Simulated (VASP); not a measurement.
# Pd (Fm-3m) in VASP: further runs

The runs below take Pd through single point, with r2SCAN+D4, r2SCAN.

Program: VASP 6.6.1. These are calculated values, not measurements. Logs are shortened: lines on timing, memory, paths and dates and some standing lists are left out, and cuts for length are marked.

## (1) The cell of the first run

The structure is cubic, space group Fm-3m (No. 225). The conventional cell has a = 3.919 Å, b = 3.919 Å, c = 3.919 Å, α = 90.00°, β = 90.00°, γ = 90.00°. Within 3.7 Å of Pd (site symmetry m-3m) lie 12 Pd at 2.77 Å.

## (2) Single point, r2SCAN+D4

File POSCAR:

```
Pd
1.0
    0.0000000000      1.9593911042      1.9593911042
    1.9593911042      0.0000000000      1.9593911042
    1.9593911042      1.9593911042      0.0000000000
Pd
1
Direct
    0.0000000000      0.0000000000      0.0000000000
```

File INCAR.step1:

```
PREC = Accurate ; ENCUT = 520
ISMEAR = -1 ; SIGMA = 0.05
LREAL = False ; LASPH = True
NELM = 100 ; NBANDS = 11
GGA = PE ; ALGO = Normal
EDIFF = 1E-4 ; LWAVE = True
LCHARG = False
```

File INCAR.step2:

```
PREC = Accurate ; ENCUT = 520
EDIFF = 1E-7 ; ISMEAR = -1
SIGMA = 0.05 ; LREAL = False
LASPH = True ; NELM = 100
ALGO = Normal ; ISIF = 2
LWAVE = False ; LCHARG = False
METAGGA = R2SCAN ; LMIXTAU = True
IVDW = 13 ; VDW_S6 = 1.0
VDW_S8 = 0.6018749 ; VDW_A1 = 0.51559235
VDW_A2 = 5.77342911 ; NBANDS = 11
ISTART = 1
```

File KPOINTS:

```
Automatic mesh
0
Gamma
  12 12 12
```

Potentials or basis: VASP PAW PBE potentials, release 64 (Pd).

Run with:

```console
cat potpaw_PBE.64/Pd/POTCAR > POTCAR
cp INCAR.step1 INCAR
mpirun -np 1 vasp_std > vasp.out
cp INCAR.step2 INCAR
mpirun -np 1 vasp_std > vasp.out
```

OUTCAR:

```text
PREC = Accurate
   ENCUT = 520
   EDIFF = 1E-7
   ISMEAR = -1
   LREAL = False
   LASPH = True
   NELM = 100
   ISIF = 2
   METAGGA = R2SCAN
   IVDW = 13
   ISTART = 1

 ion  position               nearest neighbor table
   1  0.000  0.000  0.000-

  LATTYP: Found a face centered cubic cell.
 ALAT       =     3.9187822084

  Lattice vectors:

 A1 = (   0.0000000000,   1.9593911042,   1.9593911042)
 A2 = (   1.9593911042,   0.0000000000,   1.9593911042)
 A3 = (   1.9593911042,   1.9593911042,   0.0000000000)

Analysis of symmetry for initial positions (statically):
[... 33 lines left out ...]
                                     Primitive cell

  volume of cell :      15.0450

  direct lattice vectors                    reciprocal lattice vectors
     0.000000000  1.959391104  1.959391104    -0.255181316  0.255181316  0.255181316
     1.959391104  0.000000000  1.959391104     0.255181316 -0.255181316  0.255181316
     1.959391104  1.959391104  0.000000000     0.255181316  0.255181316 -0.255181316

  length of vectors
     2.770997474  2.770997474  2.770997474     0.441987004  0.441987004  0.441987004

  position of ions in fractional coordinates (direct lattice)
     0.000000000  0.000000000  0.000000000

  ion indices of the primitive-cell ions
   primitive index   ion index
                 1           1

----------------------------------------------------------------------------------------

 KPOINTS: Automatic mesh

Automatic generation of k-mesh.
 Grid dimensions read from file:
 generate k-points for:   12   12   12

 Generating k-lattice:

  Cartesian coordinates                     Fractional coordinates (reciprocal lattice)
    -0.021265110  0.021265110  0.021265110     0.083333333  0.000000000  0.000000000
     0.021265110 -0.021265110  0.021265110     0.000000000  0.083333333  0.000000000
     0.021265110  0.021265110 -0.021265110     0.000000000  0.000000000  0.083333333

  Length of vectors
     0.036832250  0.036832250  0.036832250

  Shift w.r.t. Gamma in fractional coordinates (k-lattice)
     0.000000000  0.000000000  0.000000000

 Subroutine IBZKPT returns following result:
 ===========================================

 Found     72 irreducible k-points:

 Following reciprocal coordinates:
            Coordinates               Weight
  0.000000  0.000000  0.000000      1.000000
[... 43 lines left out ...]
   LREAL  =      F    real-space projection
   EDIFFG = 0.1E-05   stopping-criterion for IOM
   NSW    =      0    number of steps for IOM
   IBRION =     -1    ionic relax: 0-MD 1-quasi-New 2-CG
   NFREE  =      0    steps in history (QN), initial steepest desc. (CG)
   ISIF   =      2    stress and relaxation
   ISYM   =      2    0-nonsym 1-usesym 2-fastsym
   POTIM  = 0.5000    time-step for ionic-motion
   TEBEG  =    0.0;   TEEND  =   0.0 temperature during run
   PSTRESS=    0.0 pullay stress
   NELECT =      10.0000    total number of electrons
   NUPDOWN=      -1.0000    fix difference up-down
   EMIN   =  10.00;   EMAX   =-10.00  energy-range for DOS
   EFERMI =   0.00;   METHOD = LEGACY
   ISMEAR =    -1;   SIGMA  =   0.05  broadening in eV -4-tet -1-fermi 0-gaus
   EFERMI_NEDOS =   21; number of points for ismear=-14 and -15
   IALGO  =     38    algorithm
   IMIX   =      4    mixing-type and parameters
     AMIX     =   0.40;   BMIX     =  1.00
     AMIX_MAG =   1.60;   BMIX_MAG =  1.00
  volume/ion in A,a.u.               =      15.05       101.53
  Fermi-wavevector in a.u.,A,eV,Ry     =   1.428709  2.699868 27.772330  2.041209
  Thomas-Fermi vector in A             =   2.548741
   LORBIT       =      0    0 simple, 1 ext, 2 COOP (PROOUT), +10 PAW based schemes
   METAGGA = R2SCAN    functional components
   LHFCALC =     F    Hartree Fock is set to
   AEXX    =    0.0000 exact exchange contribution
   IVDW    =    13    specifies the selected vdW correction
   LEPSILON=     F    determine dielectric tensor
   LRPA    =     F    only Hartree local field effects (RPA)
 non-spin polarized calculation
  energy-cutoff  :      520.00
  volume of cell :       15.05
 maximum number of plane-waves:       419
 NGX is ok and might be reduce to    24
   NGX = 11   NGY = 11   NGZ = 11

 number of electron       9.9999999 magnetization

 Free energy of the ion-electron system (eV)
  ---------------------------------------------------
  ext. energy  EPLUGINS =         0.00000000
  ---------------------------------------------------
  free energy    TOTEN  =       -22.95825561 eV

  energy without entropy =      -22.93931608  energy(sigma->0) =      -22.94878584

 E-fermi :   9.2472     XC(G=0): -13.9909

 val. band max:        9.2423338873   @ k =  -0.4167   0.3333   0.0833
 cond. band min:       9.2489238015   @ k =  -0.2500   0.4167   0.1667
 fundamental gap:      0.0065899142
 Fermi energy:         9.2472453609

 k-point     1 :       0.0000    0.0000    0.0000
  band No.  band energies     occupation
      1       2.2437      2.00000
      2       6.4426      2.00000
      3       6.4426      2.00000
      4       6.4426      2.00000
      5       7.9985      2.00000
      6       7.9985      2.00000
      7      27.2874      0.00000
      8      31.7612      0.00000
      9      32.1608      0.00000
     10      32.1608      0.00000
     11      32.1608      0.00000
[... 309 lines left out ...]
 k-point    24 :      -0.4167    0.1667    0.0000
  band No.  band energies     occupation
      1       4.6132      2.00000
      2       5.9589      2.00000
      3       6.9069      2.00000
      4       7.4021      2.00000
      5       9.0099      1.98279
      6      13.1362      0.00000
      7      17.1293      0.00000
      8      25.7446      0.00000
      9      28.9285      0.00000
     10      29.8855      0.00000
     11      31.8018      0.00000

 [... further k-points ...]

------------------------ aborting loop because EDIFF is reached ----------------------------------------

  DFT-D4 for vdW energy calculation

  Edisp (eV):   -0.16600

  FORCE on cell =-STRESS in cart. coord.  units (eV):
  Direction    XX          YY          ZZ          XY          YZ          ZX
  --------------------------------------------------------------------------------------
  -------------------------------------------------------------------------------------
  Total      -0.23947    -0.23947    -0.23947     0.00000     0.00000     0.00000
  in kB     -25.50201   -25.50201   -25.50201     0.00000     0.00000     0.00000
  external pressure =      -25.50 kB  Pullay stress =        0.00 kB

 VOLUME and BASIS-vectors are now :
 -----------------------------------------------------------------------------
  energy-cutoff  :      520.00
  volume of cell :       15.05
      direct lattice vectors                 reciprocal lattice vectors
     0.000000000  1.959391104  1.959391104    -0.255181316  0.255181316  0.255181316
     1.959391104  0.000000000  1.959391104     0.255181316 -0.255181316  0.255181316
     1.959391104  1.959391104  0.000000000     0.255181316  0.255181316 -0.255181316

 POSITION                                       TOTAL-FORCE (eV/Angst)
 -----------------------------------------------------------------------------------
      0.00000      0.00000      0.00000         0.000000     -0.000000      0.000000
 -----------------------------------------------------------------------------------
    total drift:                               -0.000000      0.000000     -0.000000

  FREE ENERGIE OF THE ION-ELECTRON SYSTEM (eV)
  ---------------------------------------------------
  free  energy   TOTEN  =       -23.1242533122 eV

  energy  without entropy=      -23.1053137774  energy(sigma->0) =      -23.11478354
```

It took 67 s on 1 thread of AMD EPYC 9R45 (Zen 5), shared host; peak memory 0.12 GiB.

Results:

```
Free energy                : -23.1243 eV
Pressure                   : -2.6 GPa
Band gap on the k mesh     : zero (band 5 reaches 9.57 eV, above the bottom of band 6 at 7.94 eV)
Dispersion energy per atom : -0.166 eV
```

Levels at points of the mesh, in eV from the Fermi level:
```csv
k point,band 1,band 2,band 3,band 4,band 5,band 6,band 7,band 8,band 9,band 10
"(0.00, 0.00, 0.00)",-7.00,-2.80,-2.80,-2.80,-1.25,-1.25,18.04,22.51,22.91,22.91
"(0.50, 0.00, 0.00)",-5.25,-2.88,-2.88,-0.02,-0.02,1.36,7.57,17.44,21.96,21.96
"(0.50, 0.50, 0.00)",-5.34,-5.08,-0.08,0.32,0.32,3.68,11.13,13.84,13.84,21.86
```

Caveat: the PAW data sets were made with another functional, which shifts forces and pressure a little; pairwise dispersion overbinds metals, which lowers pressure and volume.

## (3) Single point, r2SCAN

POSCAR is that of step 2.

File INCAR.step1:

```
  ALGO = Normal
  EDIFF = 1E-4
  ENCUT = 520
  GGA = PE
  ISMEAR = -1
  LASPH = T
  LCHARG = F
  LREAL = F
  LWAVE = T
  NBANDS = 11
  NELM = 100
  PREC = Accurate
  SIGMA = 0.05
```

File INCAR.step2:

```
  ALGO = Normal
  EDIFF = 1E-6
  ENCUT = 520
  ISIF = 2
  ISMEAR = -1
  ISTART = 1
  LASPH = T
  LCHARG = F
  LMIXTAU = T
  LREAL = F
  LWAVE = F
  METAGGA = R2SCAN
  NBANDS = 11
  NELM = 100
  PREC = Accurate
  SIGMA = 0.05
```

File KPOINTS:

```
k-points
0
Gamma
  12 12 12
```

Potentials or basis: VASP PAW PBE potentials, release 64 (Pd).

Run with:

```console
cat potpaw_PBE.64/Pd/POTCAR > POTCAR
cp INCAR.step1 INCAR
mpirun -np 1 vasp_std > vasp.out
cp INCAR.step2 INCAR
mpirun -np 1 vasp_std > vasp.out
```

Run time: 58 s. Hardware: 1 thread of AMD EPYC 9R45 (Zen 5), shared host; peak memory 0.11 GiB.

Results (log left out):

| Quantity | Value |
| --- | --- |
| Free energy | -22.9583 eV |
| Pressure | -1.0 GPa |
| Band gap on the k mesh | zero (band 5 reaches 9.57 eV, above the bottom of band 6 at 7.94 eV) |

Levels at points of the mesh, in eV from the Fermi level:
```
           k point  band 3  band 4  band 5  band 6  band 7  band 8
(0.00, 0.00, 0.00)   -2.80   -2.80   -1.25   -1.25   18.04   22.51
(0.50, 0.00, 0.00)   -2.88   -0.02   -0.02    1.36    7.57   17.44
(0.50, 0.50, 0.00)   -0.08    0.32    0.32    3.68   11.13   13.84
```

Caveat: the PAW data sets were made with another functional, which shifts forces and pressure a little.

(Part 1 of 2 ends here.)
